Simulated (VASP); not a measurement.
# Sn (I4/mmm) in VASP: a series of runs

Sn is run at these levels: PBE; tasks: single point.

All numbers are computed with VASP 6.6.1; they aren't measurements. Logs are shortened: lines on timing, memory, paths and dates and some standing lists are left out, and cuts for length are marked.

## (1) The cell of the first run

The structure is tetragonal, space group I4/mmm (No. 139). Conventional cell: a = 4.058 Å, b = 4.058 Å, c = 3.322 Å, α = 90.00°, β = 90.00°, γ = 90.00°. Within 4.4 Å of Sn (site symmetry 4/mmm) lie 14 Sn at 3.32 to 4.06 Å.

## (2) Single point, PBE

Contents of INCAR:

```
ALGO     = Fast           # electronic algorithm
EDIFF    = 1E-6           # SCF threshold, eV
ENCUT    = 520            # plane-wave cutoff, eV
GGA      = PE             # functional
ISIF     = 2              # what is computed and relaxed
ISMEAR   = 0              # smearing method
LASPH    = T              # aspherical terms in the spheres
LCHARG   = T              # write CHGCAR
LELF     = T              # ELF
LREAL    = F              # projectors in reciprocal space
LVHAR    = T            
LWAVE    = F              # write WAVECAR
NBANDS   = 13             # bands
NELM     = 80             # most SCF steps
PREC     = Accurate       # precision mode
SIGMA    = 0.025          # smearing width, eV
```

Contents of KPOINTS:

```
k-points
0
Gamma
  10 10 10
```

Contents of POSCAR:

```
Sn
1.0
   -2.0291894110      2.0291894110      1.6607599896
    2.0291894110     -2.0291894110      1.6607599896
    2.0291894110      2.0291894110     -1.6607599896
Sn
1
Direct
    0.0000000000      0.0000000000      0.0000000000
```

Potentials or basis: VASP PAW PBE potentials, release 64 (Sn_d).

Launch:

```bash
$ cat potpaw_PBE.64/Sn_d/POTCAR > POTCAR
$ mpirun -np 1 vasp_std > vasp.out
```

OUTCAR:

```text
EDIFF = 1E-6
   ENCUT = 520
   GGA = PE
   ISIF = 2
   ISMEAR = 0
   LASPH = T
   LREAL = F
   NELM = 80
   PREC = Accurate

 ion  position               nearest neighbor table
   1  0.000  0.000  0.000-

  LATTYP: Found a body centered tetragonal cell.
 ALAT       =     4.0583788220
 C/A-ratio  =     0.8184351745

  Lattice vectors:

 A1 = (  -2.0291894110,   2.0291894110,   1.6607599896)
 A2 = (   2.0291894110,  -2.0291894110,   1.6607599896)
 A3 = (   2.0291894110,   2.0291894110,  -1.6607599896)

Analysis of symmetry for initial positions (statically):
=====================================================================
 Subroutine PRICEL returns:
 Original cell was already a primitive cell.

 Routine SETGRP: Setting up the symmetry group for a
 body centered tetragonal supercell.

 Subroutine GETGRP returns: Found 16 space group operations
 (whereof 16 operations were pure point group operations)
 out of a pool of 16 trial point group operations.

The static configuration has the point symmetry D_4h.

Analysis of symmetry for dynamics (positions and initial velocities):
=====================================================================
 Subroutine PRICEL returns:
 Original cell was already a primitive cell.

 Routine SETGRP: Setting up the symmetry group for a
 body centered tetragonal supercell.

 Subroutine GETGRP returns: Found 16 space group operations
 (whereof 16 operations were pure point group operations)
 out of a pool of 16 trial point group operations.

The dynamic configuration has the point symmetry D_4h.

 Subroutine INISYM returns: Found 16 space group operations
 (whereof 16 operations are pure point group operations),
 and found     1 'primitive' translations

----------------------------------------------------------------------------------------

                                     Primitive cell

  volume of cell :      27.3534

  direct lattice vectors                    reciprocal lattice vectors
    -2.029189411  2.029189411  1.660759990     0.000000000  0.246403809  0.301066983
     2.029189411 -2.029189411  1.660759990     0.246403809  0.000000000  0.301066983
     2.029189411  2.029189411 -1.660759990     0.246403809  0.246403809  0.000000000

  length of vectors
     3.315621069  3.315621069  3.315621069     0.389045197  0.389045197  0.348467608

  position of ions in fractional coordinates (direct lattice)
     0.000000000  0.000000000  0.000000000

  ion indices of the primitive-cell ions
   primitive index   ion index
                 1           1

[... 78 lines left out ...]
   ISYM   =      2    0-nonsym 1-usesym 2-fastsym
   POTIM  = 0.5000    time-step for ionic-motion
   TEBEG  =    0.0;   TEEND  =   0.0 temperature during run
   PSTRESS=    0.0 pullay stress
   NELECT =      14.0000    total number of electrons
   NUPDOWN=      -1.0000    fix difference up-down
   EMIN   =  10.00;   EMAX   =-10.00  energy-range for DOS
   EFERMI =   0.00;   METHOD = LEGACY
   ISMEAR =     0;   SIGMA  =   0.03  broadening in eV -4-tet -1-fermi 0-gaus
   EFERMI_NEDOS =   21; number of points for ismear=-14 and -15
   IALGO  =     68    algorithm
   IMIX   =      4    mixing-type and parameters
     AMIX     =   0.40;   BMIX     =  1.00
     AMIX_MAG =   1.60;   BMIX_MAG =  1.00
  volume/ion in A,a.u.               =      27.35       184.59
  Fermi-wavevector in a.u.,A,eV,Ry     =   1.309524  2.474642 23.331997  1.714853
  Thomas-Fermi vector in A             =   2.440117
   LORBIT       =      0    0 simple, 1 ext, 2 COOP (PROOUT), +10 PAW based schemes
   GGA     = PE    functional components
   LHFCALC =     F    Hartree Fock is set to
   AEXX    =    0.0000 exact exchange contribution
   IVDW    =     0    specifies the selected vdW correction
   LEPSILON=     F    determine dielectric tensor
   LRPA    =     F    only Hartree local field effects (RPA)
 non-spin polarized calculation
 RMM-DIIS sequential band-by-band and
 Gauss-broadening in eV      SIGMA  =   0.03
  energy-cutoff  :      520.00
  volume of cell :       27.35
 maximum number of plane-waves:       754
 NGX is ok and might be reduce to    28
   NGX = 13   NGY = 13   NGZ = 13

 number of electron      14.0000001 magnetization

 Free energy of the ion-electron system (eV)
  ---------------------------------------------------
  ext. energy  EPLUGINS =         0.00000000
  ---------------------------------------------------
  free energy    TOTEN  =        -3.77631419 eV

  energy without entropy =       -3.77579481  energy(sigma->0) =       -3.77605450

 E-fermi :   7.9153     XC(G=0): -10.3289

 val. band max:        7.9140627320   @ k =  -0.2000  -0.3000   0.2000
 cond. band min:       7.9246214841   @ k =  -0.3000  -0.4000   0.3000
 fundamental gap:      0.0105587521
 Fermi energy:         7.9153369769

 k-point     1 :       0.0000    0.0000    0.0000
  band No.  band energies     occupation
      1     -13.5866      2.00000
      2     -13.5113      2.00000
      3     -13.5113      2.00000
      4     -13.5090      2.00000
      5     -13.3952      2.00000
      6      -3.0598      2.00000
      7      14.7475      0.00000
      8      14.7475      0.00000
      9      17.3099      0.00000
     10      18.2355      0.00000
     11      19.3779      0.00000
     12      20.5153      0.00000
     13      20.5153      0.00000
[... 354 lines left out ...]
  band No.  band energies     occupation
      1     -13.5590      2.00000
      2     -13.4789      2.00000
      3     -13.4534      2.00000
      4     -13.4235      2.00000
      5     -13.4023      2.00000
      6       1.9791      2.00000
      7       5.4076      2.00000
      8       6.8976      2.00000
      9      12.4237      0.00000
     10      17.1058      0.00000
     11      19.2263      0.00000
     12      23.9107      0.00000
     13      24.3314      0.00000

 [... further k-points ...]
[... 5 lines left out ...]
  --------------------------------------------------------------------------------------
  -------------------------------------------------------------------------------------
  Total        0.0594755      0.0594755      0.3047695      0.0000000      0.0000000      0.0000000
  in kB        3.4836700      3.4836700     17.8513108      0.0000000      0.0000000      0.0000000
  external PRESSURE =       8.2728836 kB  Pullay stress =       0.0000000 kB

 VOLUME and BASIS-vectors are now :
 -----------------------------------------------------------------------------
  energy-cutoff  :      520.00
  volume of cell :       27.35
      direct lattice vectors                 reciprocal lattice vectors
    -2.029189411  2.029189411  1.660759990     0.000000000  0.246403809  0.301066983
     2.029189411 -2.029189411  1.660759990     0.246403809  0.000000000  0.301066983
     2.029189411  2.029189411 -1.660759990     0.246403809  0.246403809  0.000000000

 POSITION                                       TOTAL-FORCE (eV/Angst)
 -----------------------------------------------------------------------------------
      0.00000      0.00000      0.00000         0.000000      0.000000      0.000000
 -----------------------------------------------------------------------------------
    total drift:                               -0.000000     -0.000000     -0.000000

  FREE ENERGIE OF THE ION-ELECTRON SYSTEM (eV)
  ---------------------------------------------------
  free  energy   TOTEN  =        -3.7763141924 eV

  energy  without entropy=       -3.7757948071  energy(sigma->0) =       -3.77605450
```

Run time: 35 s. Hardware: 1 thread of Intel Xeon Platinum 8259CL at 2.50GHz (Skylake/Cascade Lake), shared host; peak memory 0.17 GiB.

What came out:

- Free energy: -3.7763 eV
- Pressure: 0.8 GPa
- Band gap on the k mesh: zero (band 7 reaches 14.75 eV, above the bottom of band 8 at 5.95 eV)

Levels at points of the mesh, in eV from the Fermi level:
```
           k point  band 4  band 5  band 6  band 7  band 8  band 9  band 10  band 11
(0.00, 0.00, 0.00)  -21.42  -21.31  -10.98    6.83    6.83    9.39    10.32    11.46
(0.50, 0.00, 0.00)  -21.28  -21.26   -5.70   -4.09    3.14    4.40     7.25     7.44
(0.50, 0.50, 0.00)  -21.35  -21.27   -7.21   -4.61    5.85    7.81    10.44    11.00
(0.50, 0.50, 0.50)  -21.28  -21.25   -3.33   -1.50   -1.50    2.59     3.12     6.16
```

Caveat: spin-orbit coupling is left out, which moves the levels of the heavy elements.

## (3) Single point, PBE

Contents of INCAR:

```
SYSTEM = Sn
  PREC = Accurate
  ENCUT = 520
  EDIFF = 1E-7
  ISMEAR = 0
  SIGMA = 0.026000000000000002
  LREAL = .FALSE.
  LASPH = .TRUE.
  NELM = 100
  ALGO = Normal
  ISIF = 2
  LWAVE = .FALSE.
  LCHARG = .FALSE.
  GGA = PE
  NBANDS = 13
```

Contents of KPOINTS:

```
regular mesh
0
G
  10 10 10
  0 0 0
```

POSCAR is that of step 2.

Potentials or basis: VASP PAW PBE potentials, release 64 (Sn_d).

Launch:

```bash
$ cat potpaw_PBE.64/Sn_d/POTCAR > POTCAR
$ mpirun -np 1 vasp_std > vasp.out
```

Wall time 31 s (1 thread of Intel Xeon Platinum 8259CL at 2.50GHz (Skylake/Cascade Lake), shared host); peak memory 0.17 GiB.

It converged, with:

- Free energy: -3.7763 eV
- Pressure: 0.8 GPa
- Band gap on the k mesh: zero (band 7 reaches 14.75 eV, above the bottom of band 8 at 5.95 eV)

Stress tensor (GPa, compression positive):
```
0.28 0.00 0.00
0.00 0.28 0.00
0.00 0.00 1.71
```

Levels at points of the mesh, in eV from the Fermi level:
| k point | band 5 | band 6 | band 7 | band 8 | band 9 | band 10 |
| --- | --- | --- | --- | --- | --- | --- |
| (0.00, 0.00, 0.00) | -21.31 | -10.98 | 6.83 | 6.83 | 9.39 | 10.32 |
| (0.50, 0.00, 0.00) | -21.26 | -5.70 | -4.09 | 3.14 | 4.40 | 7.25 |
| (0.50, 0.50, 0.00) | -21.27 | -7.21 | -4.61 | 5.85 | 7.81 | 10.44 |
| (0.50, 0.50, 0.50) | -21.25 | -3.33 | -1.50 | -1.50 | 2.59 | 3.12 |

Caveat: spin-orbit coupling is left out, which moves the levels of the heavy elements.

## (4) Single point, PBE

Contents of INCAR:

```
SYSTEM = Sn
  ALGO = Normal
  EDIFF = 1E-6
  ENCUT = 520
  GGA = PE
  ISIF = 2
  ISMEAR = 0
  LASPH = .True.
  LCHARG = .False.
  LREAL = .False.
  LWAVE = .False.
  NBANDS = 13
  NELM = 100
  PREC = Accurate
  SIGMA = 0.013000000000000001
```

Contents of KPOINTS:

```
k-points
0
Gamma
  10 10 10
  0 0 0
```

POSCAR is that of step 3.

Potentials or basis: VASP PAW PBE potentials, release 64 (Sn_d).

Launch:

```bash
$ cat potpaw_PBE.64/Sn_d/POTCAR > POTCAR
$ mpirun -np 1 vasp_std > vasp.out
```

OUTCAR:

```text
SYSTEM = Sn
   EDIFF = 1E-6
   ENCUT = 520
   GGA = PE
   ISIF = 2
   ISMEAR = 0
   LASPH = .True.
   LREAL = .False.
   NELM = 100
   PREC = Accurate

 ion  position               nearest neighbor table
   1  0.000  0.000  0.000-

  LATTYP: Found a body centered tetragonal cell.
 ALAT       =     4.0583788220
 C/A-ratio  =     0.8184351745

  Lattice vectors:

 A1 = (  -2.0291894110,   2.0291894110,   1.6607599896)
[... 555 lines left out ...]
      3     -13.4527      2.00000
      4     -13.4229      2.00000
      5     -13.4017      2.00000
      6       1.9789      2.00000
      7       5.4074      2.00000
      8       6.8974      2.00000
      9      12.4235      0.00000
     10      17.1056      0.00000
     11      19.2260      0.00000
     12      23.9106      0.00000
     13      24.3312      0.00000

 [... further k-points ...]
[... 5 lines left out ...]
  --------------------------------------------------------------------------------------
  -------------------------------------------------------------------------------------
  Total        0.0346818      0.0346818      0.2991877      0.0000000      0.0000000      0.0000000
  in kB        2.0314229      2.0314229     17.5243655      0.0000000      0.0000000      0.0000000
  external PRESSURE =       7.1957371 kB  Pullay stress =       0.0000000 kB

 VOLUME and BASIS-vectors are now :
 -----------------------------------------------------------------------------
  energy-cutoff  :      520.00
  volume of cell :       27.35
      direct lattice vectors                 reciprocal lattice vectors
    -2.029189411  2.029189411  1.660759990     0.000000000  0.246403809  0.301066983
     2.029189411 -2.029189411  1.660759990     0.246403809  0.000000000  0.301066983
     2.029189411  2.029189411 -1.660759990     0.246403809  0.246403809  0.000000000

 POSITION                                       TOTAL-FORCE (eV/Angst)
 -----------------------------------------------------------------------------------
      0.00000      0.00000      0.00000         0.000000      0.000000      0.000000
 -----------------------------------------------------------------------------------
    total drift:                               -0.000000     -0.000000     -0.000000

  FREE ENERGIE OF THE ION-ELECTRON SYSTEM (eV)
  ---------------------------------------------------
  free  energy   TOTEN  =        -3.7760944937 eV

  energy  without entropy=       -3.7759043819  energy(sigma->0) =       -3.77599944
```

stdout:

```text
POSCAR found type information on POSCAR Sn
 POSCAR found :  1 types and       1 ions
 scaLAPACK will be used
 LDA part: xc-table for (Slater+PW92), standard interpolation
 POSCAR, INCAR and KPOINTS ok, starting setup
 FFT: planning ... GRIDC
 FFT: planning ... GRID_SOFT
 FFT: planning ... GRID
 WAVECAR not read
 entering main loop
```

Run time: 27 s. Hardware: 1 thread of Intel Xeon Platinum 8259CL at 2.50GHz (Skylake/Cascade Lake), shared host; peak memory 0.17 GiB.

Results:

- Free energy: -3.7761 eV
- Pressure: 0.7 GPa
- Band gap on the k mesh: zero (band 7 reaches 14.75 eV, above the bottom of band 8 at 5.95 eV)

Caveat: spin-orbit coupling is left out, which moves the levels of the heavy elements.

## (5) Summary

| smearing | gap on the mesh (eV) | pressure (GPa) |
| --- | --- | --- |
| gaussian 0.025 eV | none | 0.8 |
| gaussian 0.026 eV | none | 0.8 |
| gaussian 0.013 eV | none | 0.7 |

Alike in all rows: task single point; level PBE; potentials or basis VASP PAW PBE potentials, release 64 (Sn_d); no spin polarisation; cell as given; k mesh 10 × 10 × 10; cutoff (eV) 520.

Every run on the cell as given and a fine mesh finds a metal.

Caveats: spin-orbit coupling is left out, which moves the levels of the heavy elements.

Total energies depend on the potentials used, so only differences within one code and one set of settings carry meaning.
